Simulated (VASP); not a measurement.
Runs of VASP 6.6.1 on C. The structure is that of space group P6_3/mmc (No. 194), or close to it. The cells are those of the table. 

```csv
task,potentials or basis,cell,k mesh,cutoff (eV),smearing,second run,gap on the mesh (eV),pressure (GPa)
single point,"VASP PAW LDA potentials, release 64 (C)","a = 2.412, b = 2.412, c = 6.520 Å, angles 90.0, 90.0, 120.0°, 4 atoms",14 × 14 × 5,520,fermi-dirac 0.05 eV,-,0.99,13.8
single point,"VASP PAW LDA potentials, release 64 (C)","a = 2.445, b = 2.445, c = 6.610 Å, angles 90.0, 90.0, 120.0°, 4 atoms",15 × 15 × 5,520,methfessel-paxton 0.1 eV,-,none,0.8
single point,"VASP PAW LDA potentials, release 64 (C)","a = 2.445, b = 2.445, c = 6.610 Å, angles 90.0, 90.0, 120.0°, 4 atoms",15 × 15 × 5,520,methfessel-paxton 0.2 eV,-,none,0.8
single point,"VASP PAW LDA potentials, release 64 (C)","a = 2.445, b = 2.445, c = 6.610 Å, angles 90.0, 90.0, 120.0°, 4 atoms",15 × 15 × 5,520,methfessel-paxton 1 eV,-,none,0.7
single point,"VASP PAW LDA potentials, release 64 (C)","a = 2.343, b = 2.343, c = 6.334 Å, angles 90.0, 90.0, 120.0°, 4 atoms",14 × 14 × 5,520,fermi-dirac 0.05 eV,-,(b),48.0
single point,"VASP PAW LDA potentials, release 64 (C)","a = 2.477, b = 2.477, c = 6.697 Å, angles 90.0, 90.0, 120.0°, 4 atoms",14 × 14 × 5,520,fermi-dirac 0.05 eV,-,0.92,-10.0
single point,"VASP PAW LDA potentials, release 64 (C)","a = 2.378, b = 2.378, c = 6.429 Å, angles 90.0, 90.0, 120.0°, 4 atoms",14 × 14 × 5,520,fermi-dirac 0.05 eV,-,1.03,(a)
single point,"VASP PAW LDA potentials, release 64 (C)","a = 2.445, b = 2.445, c = 6.610 Å, angles 90.0, 90.0, 120.0°, 4 atoms",14 × 14 × 5,520,fermi-dirac 0.05 eV,-,0.95,0.8
single point,"VASP PAW LDA potentials, release 64 (C)","a = 2.445, b = 2.445, c = 6.610 Å, angles 90.0, 90.0, 120.0°, 4 atoms",15 × 15 × 5,520,methfessel-paxton 0.03 eV,-,none,0.8
relaxation of cell and atoms,"VASP PAW LDA potentials, release 64 (C_h)","relaxed from a = 2.464, b = 2.464, c = 6.711 Å, angles 90.0, 90.0, 120.0°, 4 atoms",8 × 8 × 3,910,fermi-dirac 0.05 eV,hard_potentials,1.74,0.0
single point,"VASP PAW LDA potentials, release 64 (C)","a = 2.445, b = 2.445, c = 6.610 Å, angles 90.0, 90.0, 120.0°, 4 atoms",8 × 8 × 3,520,fermi-dirac 0.05 eV,-,1.75,0.8
single point,"VASP PAW LDA potentials, release 64 (C)","a = 2.445, b = 2.445, c = 6.610 Å, angles 90.0, 90.0, 120.0°, 4 atoms",15 × 15 × 5,520,methfessel-paxton 0.3 eV,-,none,0.8
```

Alike in all rows: level LDA; no spin polarisation.

Estimate the missing entries.

(a) 29.3; (b) 1.07.

Caveats: the cutoff is under 1.25 times the usual one of these potentials, so pressure, stress and relaxed cells hold a basis-set (Pulay) error (some runs).

A k mesh can miss the band edges.

A gap of «none» marks levels without a gap at the run's occupations.
